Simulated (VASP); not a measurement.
# Zr (Fm-3m) in VASP: notebook

The runs below take Zr through single point, with r2SCAN.

Program: VASP 6.6.1. These are calculated values, not measurements. Logs are shortened: lines on timing, memory, paths and dates and some standing lists are left out, and cuts for length are marked.

## Step 1: The cell of the first run

It takes space group Fm-3m (No. 225, cubic). Conventional cell: a = 4.375 Å, b = 4.375 Å, c = 4.375 Å, α = 90.00°, β = 90.00°, γ = 90.00°. Within 4.1 Å of Zr (site symmetry m-3m) lie 12 Zr at 3.09 Å.

## Step 2: Single point, r2SCAN

File POSCAR:

```
Zr
1.0
    0.0000000000      2.1874114473      2.1874114473
    2.1874114473      0.0000000000      2.1874114473
    2.1874114473      2.1874114473      0.0000000000
Zr
1
Direct
    0.0000000000      0.0000000000      0.0000000000
```

File INCAR.step1:

```
ALGO = Normal
EDIFF = 1E-4
ENCUT = 520
GGA = PE
ISMEAR = 0
LASPH = True
LCHARG = False
LREAL = False
LWAVE = True
NBANDS = 12
NELM = 80
PREC = Accurate
SIGMA = 0.1
```

File INCAR.step2:

```
ALGO = Normal
EDIFF = 1E-7
ENCUT = 520
ISIF = 2
ISMEAR = 0
ISTART = 1
LASPH = True
LCHARG = True
LELF = True
LMIXTAU = True
LREAL = False
LVHAR = True
LWAVE = False
METAGGA = R2SCAN
NBANDS = 12
NELM = 80
PREC = Accurate
SIGMA = 0.1
```

File KPOINTS:

```
k-points
0
Gamma
  8 8 8
```

Potentials or basis: VASP PAW PBE potentials, release 64 (Zr_sv).

Launch:

```sh
cat potpaw_PBE.64/Zr_sv/POTCAR > POTCAR
cp INCAR.step1 INCAR
mpirun -np 1 vasp_std > vasp.out
cp INCAR.step2 INCAR
mpirun -np 1 vasp_std > vasp.out
```

OUTCAR:

```text
EDIFF = 1E-7
   ENCUT = 520
   ISIF = 2
   ISMEAR = 0
   ISTART = 1
   LASPH = True
   LREAL = False
   METAGGA = R2SCAN
   NELM = 80
   PREC = Accurate

 ion  position               nearest neighbor table
   1  0.000  0.000  0.000-

  LATTYP: Found a face centered cubic cell.
 ALAT       =     4.3748228946

  Lattice vectors:

 A1 = (   0.0000000000,   2.1874114473,   2.1874114473)
 A2 = (   2.1874114473,   0.0000000000,   2.1874114473)
 A3 = (   2.1874114473,   2.1874114473,   0.0000000000)

Analysis of symmetry for initial positions (statically):
=====================================================================
 Subroutine PRICEL returns:
 Original cell was already a primitive cell.

 Routine SETGRP: Setting up the symmetry group for a
 face centered cubic supercell.

 Subroutine GETGRP returns: Found 48 space group operations
 (whereof 48 operations were pure point group operations)
 out of a pool of 48 trial point group operations.

The static configuration has the point symmetry O_h .

Analysis of symmetry for dynamics (positions and initial velocities):
=====================================================================
 Subroutine PRICEL returns:
 Original cell was already a primitive cell.

 Routine SETGRP: Setting up the symmetry group for a
 face centered cubic supercell.

 Subroutine GETGRP returns: Found 48 space group operations
 (whereof 48 operations were pure point group operations)
 out of a pool of 48 trial point group operations.

The dynamic configuration has the point symmetry O_h .

 Subroutine INISYM returns: Found 48 space group operations
 (whereof 48 operations are pure point group operations),
 and found     1 'primitive' translations

----------------------------------------------------------------------------------------

                                     Primitive cell

  volume of cell :      20.9325

  direct lattice vectors                    reciprocal lattice vectors
     0.000000000  2.187411447  2.187411447    -0.228580682  0.228580682  0.228580682
     2.187411447  0.000000000  2.187411447     0.228580682 -0.228580682  0.228580682
     2.187411447  2.187411447  0.000000000     0.228580682  0.228580682 -0.228580682

  length of vectors
     3.093466935  3.093466935  3.093466935     0.395913355  0.395913355  0.395913355

  position of ions in fractional coordinates (direct lattice)
     0.000000000  0.000000000  0.000000000

  ion indices of the primitive-cell ions
   primitive index   ion index
                 1           1

----------------------------------------------------------------------------------------

 KPOINTS: k-points

Automatic generation of k-mesh.
 Grid dimensions read from file:
 generate k-points for:    8    8    8

 Generating k-lattice:

  Cartesian coordinates                     Fractional coordinates (reciprocal lattice)
    -0.028572585  0.028572585  0.028572585     0.125000000  0.000000000  0.000000000
     0.028572585 -0.028572585  0.028572585     0.000000000  0.125000000  0.000000000
     0.028572585  0.028572585 -0.028572585     0.000000000  0.000000000  0.125000000

  Length of vectors
     0.049489169  0.049489169  0.049489169

  Shift w.r.t. Gamma in fractional coordinates (k-lattice)
     0.000000000  0.000000000  0.000000000

 Subroutine IBZKPT returns following result:
 ===========================================

 Found     29 irreducible k-points:

 Following reciprocal coordinates:
            Coordinates               Weight
  0.000000  0.000000  0.000000      1.000000
  0.125000  0.000000  0.000000      8.000000
  0.250000  0.000000  0.000000      8.000000
  0.375000  0.000000  0.000000      8.000000
  0.500000  0.000000  0.000000      4.000000
  0.125000  0.125000  0.000000      6.000000
[... 16 lines left out ...]
  0.500000  0.250000  0.125000     48.000000
 -0.375000  0.250000  0.125000     24.000000
 [... further k-points ...]
   k-points           NKPTS =     29   k-points in BZ     NKDIM =     29   number of bands    NBANDS=     12
   number of dos      NEDOS =    301   number of ions     NIONS =      1
   total plane-waves  NPLWV =  13824
   dimension x,y,z NGX =    24 NGY =   24 NGZ =   24
   dimension x,y,z NGXF=    48 NGYF=   48 NGZF=   48
   ions per type =               1
   NGX,Y,Z   is equivalent  to a cutoff of  12.90, 12.90, 12.90 a.u.
   NGXF,Y,Z  is equivalent  to a cutoff of  25.80, 25.80, 25.80 a.u.
 SYSTEM =  unknown system
   PREC   = accura    normal or accurate (medium, high low for compatibility)
   ISTART =      1    job   : 0-new  1-cont  2-samecut
   ICHARG =      0    charge: 1-file 2-atom 10-const
   ISPIN  =      1    spin polarized calculation?
   LNONCOLLINEAR =      F non collinear calculations
   LSORBIT =      F    spin-orbit coupling
   LASPH  =      T    aspherical Exc in radial PAW
   ENCUT  =  520.0 eV  38.22 Ry    6.18 a.u.   5.75  5.75  5.75*2*pi/ulx,y,z
   NELM   =     80;   NELMIN=  2; NELMDL=  0     # of ELM steps
   EDIFF  = 0.1E-06   stopping-criterion for ELM
   LREAL  =      F    real-space projection
   EDIFFG = 0.1E-05   stopping-criterion for IOM
   NSW    =      0    number of steps for IOM
   IBRION =     -1    ionic relax: 0-MD 1-quasi-New 2-CG
   NFREE  =      0    steps in history (QN), initial steepest desc. (CG)
   ISIF   =      2    stress and relaxation
   ISYM   =      2    0-nonsym 1-usesym 2-fastsym
   POTIM  = 0.5000    time-step for ionic-motion
   TEBEG  =    0.0;   TEEND  =   0.0 temperature during run
   PSTRESS=    0.0 pullay stress
   NELECT =      12.0000    total number of electrons
   NUPDOWN=      -1.0000    fix difference up-down
   EMIN   =  10.00;   EMAX   =-10.00  energy-range for DOS
   EFERMI =   0.00;   METHOD = LEGACY
   ISMEAR =     0;   SIGMA  =   0.10  broadening in eV -4-tet -1-fermi 0-gaus
   EFERMI_NEDOS =   21; number of points for ismear=-14 and -15
   IALGO  =     38    algorithm
   IMIX   =      4    mixing-type and parameters
     AMIX     =   0.40;   BMIX     =  1.00
     AMIX_MAG =   1.60;   BMIX_MAG =  1.00
  volume/ion in A,a.u.               =      20.93       141.26
  Fermi-wavevector in a.u.,A,eV,Ry     =   1.359966  2.569963 25.164083  1.849508
  Thomas-Fermi vector in A             =   2.486669
   LORBIT       =      0    0 simple, 1 ext, 2 COOP (PROOUT), +10 PAW based schemes
   METAGGA = R2SCAN    functional components
   LHFCALC =     F    Hartree Fock is set to
   AEXX    =    0.0000 exact exchange contribution
   IVDW    =     0    specifies the selected vdW correction
   LEPSILON=     F    determine dielectric tensor
   LRPA    =     F    only Hartree local field effects (RPA)
 non-spin polarized calculation
 Gauss-broadening in eV      SIGMA  =   0.10
  energy-cutoff  :      520.00
  volume of cell :       20.93
 maximum number of plane-waves:       588
   NGX = 11   NGY = 11   NGZ = 11

 number of electron      12.0000000 magnetization

 Free energy of the ion-electron system (eV)
  ---------------------------------------------------
  ext. energy  EPLUGINS =         0.00000000
  ---------------------------------------------------
  free energy    TOTEN  =       -22.61954056 eV

  energy without entropy =      -22.60960178  energy(sigma->0) =      -22.61457117

 E-fermi :  10.1360     XC(G=0): -12.5093

 val. band max:       10.1236357108   @ k =   0.5000   0.2500   0.1250
 cond. band min:      10.1424560439   @ k =   0.2500   0.0000   0.0000
 fundamental gap:      0.0188203331
 Fermi energy:        10.1359606872

 k-point     1 :       0.0000    0.0000    0.0000
  band No.  band energies     occupation
      1     -40.0507      2.00000
      2     -16.6663      2.00000
      3     -16.6663      2.00000
      4     -16.6663      2.00000
      5       4.1165      2.00000
      6      11.3027      0.00000
      7      11.3027      0.00000
      8      11.3027      0.00000
      9      14.2648      0.00000
     10      14.2648      0.00000
     11      21.2006      0.00000
     12      26.2151      0.00000

 k-point     2 :       0.1250    0.0000    0.0000
  band No.  band energies     occupation
      1     -40.0169      2.00000
      2     -16.8894      2.00000
      3     -16.6926      2.00000
      4     -16.6926      2.00000
      5       4.6913      2.00000
      6      10.7833      0.00000
      7      11.5472      0.00000
      8      11.5472      0.00000
      9      14.0184      0.00000
     10      14.0184      0.00000
     11      22.3753      0.00000
     12      24.4749      0.00000

 k-point     3 :       0.2500    0.0000    0.0000
  band No.  band energies     occupation
      1     -39.9344      2.00000
      2     -17.4039      2.00000
      3     -16.7553      2.00000
      4     -16.7553      2.00000
      5       5.9929      2.00000
      6      10.1425      0.92681
      7      11.6895      0.00000
      8      11.6895      0.00000
      9      14.2123      0.00000
     10      14.2123      0.00000
     11      21.8890      0.00000
     12      25.3363      0.00000
[... 286 lines left out ...]
 k-point    23 :       0.5000    0.2500    0.1250
  band No.  band energies     occupation
      1     -39.8049      2.00000
      2     -17.7780      2.00000
      3     -17.1743      2.00000
      4     -16.9186      2.00000
      5       7.9685      2.00000
      6       9.3481      2.00000
      7      10.1236      1.13837
      8      12.6818      0.00000
      9      14.8782      0.00000
     10      17.6117      0.00000
     11      22.2915      0.00000
     12      24.6830      0.00000

 k-point    24 :      -0.3750    0.2500    0.1250
  band No.  band energies     occupation
      1     -39.7765      2.00000
      2     -17.8878      2.00000
      3     -17.2233      2.00000
      4     -16.9609      2.00000
      5       8.1251      2.00000
      6       9.1515      2.00000
      7      10.6658      0.00000
      8      12.3963      0.00000
      9      15.8356      0.00000
     10      18.4055      0.00000
     11      20.6384      0.00000
     12      24.2034      0.00000

 [... further k-points ...]
[... 5 lines left out ...]
  --------------------------------------------------------------------------------------
  -------------------------------------------------------------------------------------
  Total        1.4663146      1.4663146      1.4663146     -0.0000000      0.0000000     -0.0000000
  in kB      112.2318992    112.2318992    112.2318992     -0.0000000      0.0000000     -0.0000000
  external PRESSURE =     112.2318992 kB  Pullay stress =       0.0000000 kB

 VOLUME and BASIS-vectors are now :
 -----------------------------------------------------------------------------
  energy-cutoff  :      520.00
  volume of cell :       20.93
      direct lattice vectors                 reciprocal lattice vectors
     0.000000000  2.187411447  2.187411447    -0.228580682  0.228580682  0.228580682
     2.187411447  0.000000000  2.187411447     0.228580682 -0.228580682  0.228580682
     2.187411447  2.187411447  0.000000000     0.228580682  0.228580682 -0.228580682

 POSITION                                       TOTAL-FORCE (eV/Angst)
 -----------------------------------------------------------------------------------
      0.00000      0.00000      0.00000        -0.000000     -0.000000     -0.000000
 -----------------------------------------------------------------------------------
    total drift:                               -0.000000      0.000000      0.000000

  FREE ENERGIE OF THE ION-ELECTRON SYSTEM (eV)
  ---------------------------------------------------
  free  energy   TOTEN  =       -22.6195405589 eV

  energy  without entropy=      -22.6096017804  energy(sigma->0) =      -22.61457117
```

It took 24 s on 1 thread of Intel Xeon Platinum 8488C (Sapphire Rapids), shared host; peak memory 0.14 GiB.

Results:

```yaml
Free_energy: -22.6195 eV
Pressure: 11.2 GPa
Band_gap_on_the_k_mesh: zero (band 6 reaches 11.30 eV, above the bottom of band 7 at 9.71 eV)
```

Levels at points of the mesh, in eV from the Fermi level:
| k point | band 3 | band 4 | band 5 | band 6 | band 7 | band 8 | band 9 | band 10 |
| --- | --- | --- | --- | --- | --- | --- | --- | --- |
| (0.00, 0.00, 0.00) | -26.80 | -26.80 | -6.02 | 1.17 | 1.17 | 1.17 | 4.13 | 4.13 |
| (0.50, 0.00, 0.00) | -26.98 | -26.98 | -3.34 | 0.96 | 0.96 | 1.47 | 6.18 | 6.18 |
| (0.50, 0.50, 0.00) | -27.29 | -27.29 | -3.56 | -2.68 | 3.75 | 6.24 | 6.75 | 6.75 |

Caveat: the PAW data sets were made with another functional, which shifts forces and pressure a little.

## Step 3: Single point, r2SCAN

This run uses another cell than the first one, of 23.18 Å³/atom, 1.107 times its volume.

File POSCAR:

```
Zr
1.0
    0.0000000000      2.2629968998      2.2629968998
    2.2629968998      0.0000000000      2.2629968998
    2.2629968998      2.2629968998      0.0000000000
Zr
1
Direct
    0.0000000000      0.0000000000      0.0000000000
```

File INCAR.step1:

```
PREC = Accurate ; ENCUT = 520
ISMEAR = 0 ; SIGMA = 0.1
LREAL = F ; LASPH = T
NELM = 60 ; NBANDS = 12
GGA = PE ; ALGO = Normal
EDIFF = 1E-4 ; LWAVE = T
LCHARG = F
```

File INCAR.step2:

```
PREC = Accurate ; ENCUT = 520
EDIFF = 1E-6 ; ISMEAR = 0
SIGMA = 0.1 ; LREAL = F
LASPH = T ; NELM = 60
ALGO = Normal ; ISIF = 2
LWAVE = F ; LCHARG = F
METAGGA = R2SCAN ; LMIXTAU = T
NBANDS = 12 ; ISTART = 1
```

File KPOINTS:

```
regular mesh
0
Gamma
  8 8 8
```

Potentials or basis: VASP PAW PBE potentials, release 64 (Zr_sv).

Launch:

```sh
cat potpaw_PBE.64/Zr_sv/POTCAR > POTCAR
cp INCAR.step1 INCAR
mpirun -np 1 vasp_std > vasp.out
cp INCAR.step2 INCAR
mpirun -np 1 vasp_std > vasp.out
```

It took 27 s on 1 thread of Intel Xeon Platinum 8488C (Sapphire Rapids), shared host; peak memory 0.14 GiB.

It converged, with:

```
Free energy            : -22.6924 eV
Pressure               : 0.1 GPa
Band gap on the k mesh : zero (band 6 reaches 10.09 eV, above the bottom of band 7 at 8.53 eV)
```

Levels at points of the mesh, in eV from the Fermi level:
```csv
k point,band 4,band 5,band 6,band 7,band 8,band 9
"(0.00, 0.00, 0.00)",-27.19,-5.92,1.11,1.11,1.11,3.73
"(0.50, 0.00, 0.00)",-27.32,-3.11,0.95,0.95,0.97,5.50
"(0.50, 0.50, 0.00)",-27.55,-3.14,-2.31,3.02,5.56,5.99
```

Caveat: the PAW data sets were made with another functional, which shifts forces and pressure a little.
